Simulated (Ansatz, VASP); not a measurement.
**One calculation of AlCo, two programs**

```
Co Al
1.0
     2.82000    0.00000    0.00000
     0.00000    2.82000    0.00000
     0.00000    0.00000    2.82000
Co Al
1 1
Direct
  0.00000 0.00000 0.00000
  0.50000 0.50000 0.50000
```

Alike in both runs: task relaxation of cell and atoms; functional LDA; k mesh 14 × 14 × 14; occupations gaussian, width 0.1 eV; no spin polarisation.

|  | VASP | Ansatz |
| --- | --- | --- |
| version | VASP 6.6.1 | Ansatz 0.2.0 |
| potentials or method | VASP PAW LDA potentials, release 64 (Co, Al), cutoff 600 eV | scalar-relativistic, plane waves, PAW |
| valence electrons in the cell | 12 | 20 |

Ansatz gave:

- gap on the k mesh at the Fermi level, each at its own relaxed structure (eV): none
- relaxed volume (Å³/atom): 10.90
- relaxed cell length with the largest relative difference (Å): 2.794

Question: Estimate VASP's values.

Answer: gap on the k mesh at the Fermi level, each at its own relaxed structure (eV): none; relaxed volume (Å³/atom): 10.92; relaxed cell length with the largest relative difference (Å): 2.795.

Ansatz warns that its potentials were made for another functional, while VASP's fit it. LDA's correlation is that of Perdew and Zunger in VASP and of Perdew and Wang (1992) in Ansatz. A gap of «none» marks a metal or a gap that the smearing closes. VASP's potentials hold 12 valence electrons a cell and Ansatz's 20, so a difference there can come from the potentials and not from the codes.
